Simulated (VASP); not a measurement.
Here is a VASP 6.6.1 calculation.

Contents of INCAR:

```
PREC     = Accurate       # precision mode
ENCUT    = 520            # plane-wave cutoff, eV
EDIFF    = 1E-8           # SCF threshold, eV
ISMEAR   = -1             # smearing method
SIGMA    = 0.08           # smearing width, eV
LREAL    = False          # projectors in reciprocal space
LASPH    = True           # aspherical terms in the spheres
NELM     = 100            # most SCF steps
ALGO     = Normal         # electronic algorithm
ISIF     = 2              # what is computed and relaxed
LWAVE    = False          # write WAVECAR
LCHARG   = False          # write CHGCAR
GGA      = PS             # functional
LEFG     = True         
NBANDS   = 12             # bands
```

Contents of KPOINTS:

```
Automatic mesh
0
Gamma
  17 17 17
```

POSCAR

```
Ta
1.0
   -1.6289626696      1.6289626696      1.6289626696
    1.6289626696     -1.6289626696      1.6289626696
    1.6289626696      1.6289626696     -1.6289626696
Ta
1
Direct
    0.0000000000      0.0000000000      0.0000000000
```

Potentials or basis: VASP PAW PBE potentials, release 64 (Ta_pv).

Run with:

```console
$ cat potpaw_PBE.64/Ta_pv/POTCAR > POTCAR
$ mpirun -np 1 vasp_std > vasp.out
```

Question: Predict the pressure.

Answer: 5.0 GPa.

Caveat: without QUAD_EFG the Cq values of the log hold for a quadrupole moment of 1 mb, not for the nuclei; the PAW data sets were made with another functional, which shifts forces and pressure a little.
